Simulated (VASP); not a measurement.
Wanted: the native input for a VASP 6.6.1 run.

| Property | Result |
| --- | --- |
| Task | relaxation of cell and atoms |
| Functional | PBE |
| Potentials or basis | VASP PAW PBE potentials, release 64 (Y_sv, Pb_d) |
| Cutoff | 600 eV |
| k mesh | 4 × 4 × 4 |
| Occupations | gaussian, width 0.1 eV |
| Spin | no spin polarisation |
| Dipole correction | no |
| Further INCAR settings | ALGO = Normal; EDIFF = 1e-06; IBRION = 2; EDIFFG = -0.04; NSW = 90; ISIF = 3 |

The structure of Y4Pb3 lies in POSCAR:

```
Y4Pb3
1.0
    5.3388190400      0.0000000000      0.0000000000
    0.0000000000      5.3388190400      0.0000000000
    0.0000000000      0.0000000000      5.3388190400
Y Pb
4 3
Direct
    0.5000000000      0.5000000000      0.5000000000
    0.5000000000      0.0000000000      0.0000000000
    0.0000000000      0.5000000000      0.0000000000
    0.0000000000      0.0000000000      0.5000000000
    0.5000000000      0.5000000000      0.0000000000
    0.0000000000      0.5000000000      0.5000000000
    0.5000000000      0.0000000000      0.5000000000
```

These files were run (other wordings do the same):

INCAR

```
PREC     = Accurate       # precision mode
ENCUT    = 600            # plane-wave cutoff, eV
EDIFF    = 1E-6           # SCF threshold, eV
ISMEAR   = 0              # smearing method
SIGMA    = 0.1            # smearing width, eV
LREAL    = False          # projectors in reciprocal space
LASPH    = True           # aspherical terms in the spheres
NELM     = 100            # most SCF steps
ALGO     = Normal         # electronic algorithm
ISIF     = 3              # what is computed and relaxed
LWAVE    = False          # write WAVECAR
LCHARG   = False          # write CHGCAR
GGA      = PE             # functional
IBRION   = 2              # ionic algorithm
NSW      = 90             # ionic steps
EDIFFG   = -0.04          # ionic threshold
```

KPOINTS

```
Automatic mesh
0
Gamma
  4 4 4
```

Potentials or basis: VASP PAW PBE potentials, release 64 (Y_sv, Pb_d).

Run with:

```console
$ cat potpaw_PBE.64/Y_sv/POTCAR potpaw_PBE.64/Pb_d/POTCAR > POTCAR
$ mpirun -np 1 vasp_std > vasp.out
```

Results of the run:

```yaml
Relaxed_volume: 34.23 Å³/atom
Relaxed_cell: a = 6.211 Å, b = 6.211 Å, c = 6.211 Å, α = 90.00°, β = 90.00°, γ = 90.00°
Space_group_after_relaxing_to_0.05_Å: Pm-3m (No. 221)
Energy_gained_by_relaxing: 1459.6 meV/atom
Ionic_steps: 5
Pressure_after_relaxing: 0.0 GPa
Band_gap_on_the_k_mesh: zero (band 43 reaches 4.49 eV, above the bottom of band 44 at 3.82 eV)
```

Caveat: the volume moved by over 15 % at a fixed basis, so the end points are rough; spin-orbit coupling is left out, which moves the levels of the heavy elements.

It took 9.7 min on 1 thread of AMD EPYC 7R13 Processor (Zen 3), with other jobs on the host, peak memory 0.35 GiB.
